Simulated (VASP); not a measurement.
Input of a VASP 6.6.1 run:

Contents of INCAR:

```
PREC = Accurate
ENCUT = 520
EDIFF = 1E-6
ISMEAR = -1
SIGMA = 0.1
LREAL = False
LASPH = True
NELM = 60
ALGO = Normal
ISIF = 2
LWAVE = False
LCHARG = False
GGA = B5
ALDAX = 1.0
AGGAX = 1.0
AGGAC = 1.0
ALDAC = 0.0
NBANDS = 12
```

The input KPOINTS:

```
Automatic mesh
0
Gamma
  16 16 16
```

The input POSCAR:

```
Y
1.0
    3.3224594895      0.0000000000      0.0000000000
    0.0000000000      3.3224594895      0.0000000000
    0.0000000000      0.0000000000      3.3224594895
Y
1
Direct
    0.0000000000      0.0000000000      0.0000000000
```

Potentials or basis: VASP PAW PBE potentials, release 64 (Y_sv).

The run is started by

```sh
$ cat potpaw_PBE.64/Y_sv/POTCAR > POTCAR
$ mpirun -np 1 vasp_std > vasp.out
```

Q: Predict the pressure.

A: -0.1 GPa.

Caveat: the PAW data sets were made with another functional, which shifts forces and pressure a little.
